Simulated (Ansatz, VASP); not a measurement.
## Two plane-wave programs on BN

POSCAR

```
BN
1.0
    0.0000000000      1.8409219587      1.7893037172
    1.8409219587      0.0000000000      1.7893037172
    1.8409219587      1.8409219587      0.0000000000
B N
1 1
Direct
    0.0000000000      0.0000000000      0.0000000000
    0.2500000000      0.2500000000      0.2500000000
```

The input INCAR.step1:

```
PREC     = Accurate       # precision mode
ENCUT    = 520            # plane-wave cutoff, eV
EDIFF    = 1E-5           # SCF threshold, eV
ISMEAR   = 0              # smearing method
SIGMA    = 0.01           # smearing width, eV
LREAL    = F              # projectors in reciprocal space
LASPH    = T              # aspherical terms in the spheres
NELM     = 80             # most SCF steps
ALGO     = Normal         # electronic algorithm
ISIF     = 2              # what is computed and relaxed
LWAVE    = T              # write WAVECAR
LCHARG   = F              # write CHGCAR
GGA      = PE             # functional
NBANDS   = 11             # bands
```

Contents of INCAR.step2:

```
PREC     = Accurate       # precision mode
ENCUT    = 520            # plane-wave cutoff, eV
EDIFF    = 1E-7           # SCF threshold, eV
ISMEAR   = 0              # smearing method
SIGMA    = 0.01           # smearing width, eV
LREAL    = F              # projectors in reciprocal space
LASPH    = T              # aspherical terms in the spheres
NELM     = 80             # most SCF steps
ALGO     = Normal         # electronic algorithm
ISIF     = 2              # what is computed and relaxed
LWAVE    = F              # write WAVECAR
LCHARG   = F              # write CHGCAR
GGA      = PE             # functional
LHFCALC  = T              # exact exchange
HFSCREEN = 0.2079         # screening, 1/A
PRECFOCK = Normal       
ISTART   = 1            
NBANDS   = 11             # bands
```

The input KPOINTS:

```
Automatic mesh
0
Gamma
  8 8 8
```

Input for Ansatz:

```yaml
crystal:
  lattice:
    - [0.0, 1.8409219587, 1.7893037172]
    - [1.8409219587, 0.0, 1.7893037172]
    - [1.8409219587, 1.8409219587, 0.0]
  atoms:
    - { symbol: B, position: [0.0, 0.0, 0.0] }
    - { symbol: "N", position: [0.25, 0.25, 0.25] }
kpoints:
  mp_grid: { grid: [8, 8, 8] }
  band_path:
    path:
      - [0.0, 0.0, 0.0]
      - [-0.5, -0.5, 0.0]
      - [-0.375, -0.375, 0.25]
      - [-0.375, 0.0, 0.375]
      - [0.0, 0.0, 0.5]
      - [-0.5, -0.25, 0.25]
    npoints: 1
hamiltonian:
  xc: hse06
scf:
  occupations: { method: fixed }
  n_extra_bands: 4
output:
  forces: true
  stress: true
  eigenvalues: true
  write_density: true
  write_potential: true
  elf: true
  volumetric_format: npy
```

Change from the starting cell: epitaxial_xy strain +2.0%.

Alike in both runs: task single point; functional HSE06; k mesh 8 × 8 × 8; no spin polarisation.

|  | VASP | Ansatz |
| --- | --- | --- |
| version | VASP 6.6.1 | Ansatz 0.2.0 |
| potentials or method | VASP PAW PBE potentials, release 64 (B, N) | plane waves, PAW |
| plane-wave cutoff (eV) | 520 | 420 |
| occupations | gaussian, width 0.01 eV | fixed |
| valence electrons in the cell | 8 | 8 |

```csv
,VASP,Ansatz,Ansatz less VASP
gap on the k mesh at the Fermi level (eV),5.24,5.25,+0.013
pressure (GPa),-15.4,-15.8,-0.40
"traceless stress, the component that is largest in VASP (GPa)",11.47,11.46,-0.006
```

Ansatz's warnings: stress exchange threshold loose, stress scf threshold loose.
